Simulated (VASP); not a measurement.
Crystal: C.

```
C
1.0
     2.59749    0.00000    0.00000
     0.00000    2.59749    0.00000
     0.00000    0.00000    1.62373
C
1
Direct
  0.50000 0.50000 0.00000
```

- Program: VASP 6.6.1
- Task: relaxation of cell and atoms
- Functional: PBE
- Potentials or basis: VASP PAW PBE potentials, release 64 (C_h)
- Cutoff: 910 eV
- k mesh: 6 × 6 × 10
- Occupations: gaussian, width 0.1 eV
- Spin: no spin polarisation

At the start: pressure -49.2 GPa; volume 10.96 Å³/atom.

Where does the relaxation end?

Over 18 steps the energy falls by 2539.9 meV/atom and the volume is 13.58 Å³/atom (+24.0 %); space group P4/mmm (No. 123, to 0.05 Å).

The path:
```
step  energy change (eV)  largest force (eV/Å)  pressure (GPa)  volume (Å³)
   1              0.0000                0.0000          -49.21        10.96
   2             12.7519                0.0000          899.02         5.73
   3             -0.4801                0.0000          -55.46        10.45
   4             -1.0899                0.0000          -50.33         9.91
   5             -1.4945                0.0000          116.61         7.80
   6             -1.9609                0.0000           -2.88         8.90
   7             -2.0333                0.0000           30.84         8.48
   8             -2.0405                0.0000           21.37         8.58
   9             -2.0396                0.0000           25.50         8.54
  10             -2.2157                0.0000           41.53         9.56
  11             -2.1424                0.0000           57.48        10.61
  12             -2.2315                0.0000           47.10         9.97
  13             -2.2902                0.0000           41.23        10.31
  14             -2.4224                0.0000           26.45        11.40
  15             -2.5271                0.0000            5.63        13.78
  16             -2.5275                0.0000            4.78        13.91
  17             -2.5363                0.0000            2.65        13.76
  18             -2.5399                0.0000            0.21        13.58
```

Final structure:
```cif
data_structure
_symmetry_space_group_name_H-M 'P 1'
_symmetry_Int_Tables_number 1
_cell_length_a 3.2630
_cell_length_b 3.2630
_cell_length_c 1.2758
_cell_angle_alpha 90.000
_cell_angle_beta 90.000
_cell_angle_gamma 90.000
_cell_volume 13.58
loop_
_atom_site_label
_atom_site_type_symbol
_atom_site_fract_x
_atom_site_fract_y
_atom_site_fract_z
_atom_site_occupancy
C1 C 0.50000 0.50000 0.00000 1
```

Caveat: the k points lie up to 0.49 Å⁻¹ apart in the final cell; the cutoff is under 1.25 times the usual one of these potentials, so pressure, stress and relaxed cells hold a basis-set (Pulay) error; the volume moved by over 15 % at a fixed basis, so the end points are rough.
